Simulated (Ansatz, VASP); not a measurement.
## Two plane-wave programs on In3Se

INCAR

```
ALGO     = Normal         # electronic algorithm
EDIFF    = 1E-6           # SCF threshold, eV
ENCUT    = 520            # plane-wave cutoff, eV
GGA      = PS             # functional
ISIF     = 2              # what is computed and relaxed
ISMEAR   = 0              # smearing method
LASPH    = T              # aspherical terms in the spheres
LCHARG   = F              # write CHGCAR
LREAL    = F              # projectors in reciprocal space
LWAVE    = F              # write WAVECAR
NBANDS   = 30             # bands
NELM     = 100            # most SCF steps
PREC     = Accurate       # precision mode
SIGMA    = 0.1            # smearing width, eV
```

The input KPOINTS:

```
k-points
0
Gamma
  12 12 12
```

Contents of POSCAR:

```
In3Se
1.0
    4.8037580000      0.0000000000      0.0000000000
    0.0000000000      4.8037580000      0.0000000000
    0.0000000000      0.0000000000      4.8037580000
In Se
3 1
Direct
    0.0000000000      0.5000000000      0.5000000000
    0.5000000000      0.0000000000      0.5000000000
    0.5000000000      0.5000000000      0.0000000000
    0.0000000000      0.0000000000      0.0000000000
```

Input for Ansatz:

```yaml
crystal:
  lattice:
    - [4.803758, 0.0, 0.0]
    - [0.0, 4.803758, 0.0]
    - [0.0, 0.0, 4.803758]
  atoms:
    - { symbol: In, position: [0.0, 0.5, 0.5] }
    - { symbol: In, position: [0.5, 0.0, 0.5] }
    - { symbol: In, position: [0.5, 0.5, 0.0] }
    - { symbol: Se, position: [0.0, 0.0, 0.0] }
basis:
  ecutwfc: 420
kpoints:
  mp_grid: { grid: [12, 12, 12] }
hamiltonian:
  xc: pbesol
scf:
  occupations: { method: gaussian, width: 0.1 }
output:
  forces: true
  stress: true
  eigenvalues: true
```

Alike in both runs: task single point; functional PBEsol; k mesh 12 × 12 × 12; occupations gaussian, width 0.1 eV; no spin polarisation.

|  | VASP | Ansatz |
| --- | --- | --- |
| version | VASP 6.6.1 | Ansatz 0.2.0 |
| potentials or method | VASP PAW PBE potentials, release 64 (In_d, Se), cutoff 520 eV | scalar-relativistic, plane waves, PAW |
| valence electrons in the cell | 45 | 55 |

```tsv
	VASP	Ansatz	Ansatz less VASP
gap on the k mesh at the Fermi level (eV)	none	none	-
pressure (GPa)	-3.0	-3.0	+0.02
```

VASP's potentials were made for PBE, not for PBEsol. A gap of «none» marks a metal or a gap that the smearing closes. VASP's potentials hold 45 valence electrons a cell and Ansatz's 55, so a difference there can come from the potentials and not from the codes.
